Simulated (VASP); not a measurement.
Set up this calculation in VASP 6.6.1, as the native input.

| Item | Value |
| --- | --- |
| Task | single point |
| Functional | LDA |
| Potentials or basis | VASP PAW LDA potentials, release 64 (Ir) |
| Cutoff | 520 eV |
| k mesh | 8 × 8 × 8 |
| Occupations | gaussian, width 0.15 eV |
| Spin | no spin polarisation |
| Dipole correction | no |
| Further INCAR settings | ALGO = Normal; EDIFF = 1e-06; NBANDS = 10 |

The structure of Ir lies in POSCAR:

```
Ir
1.0
    0.0000000000      1.9197000000      1.9197000000
    1.9197000000      0.0000000000      1.9197000000
    1.9197000000      1.9197000000      0.0000000000
Ir
1
Direct
    0.0000000000      0.0000000000      0.0000000000
```

These files were run (other wordings do the same):

INCAR

```
PREC = Accurate
ENCUT = 520
EDIFF = 1E-6
ISMEAR = 0
SIGMA = 0.15
LREAL = F
LASPH = T
NELM = 80
ALGO = Normal
ISIF = 2
LWAVE = F
LCHARG = T
LELF = T
LVHAR = T
NBANDS = 10
```

KPOINTS

```
Automatic mesh
0
Gamma
  8 8 8
```

Potentials or basis: VASP PAW LDA potentials, release 64 (Ir).

Run with:

```console
$ cat potpaw_LDA.64/Ir/POTCAR > POTCAR
$ mpirun -np 1 vasp_std > vasp.out
```

Results of the run:

```
Pressure : -4.7 GPa
```

It took 4.3 s on 1 thread of Intel Xeon 6975P-C, with other jobs on the host, peak memory 0.12 GiB.
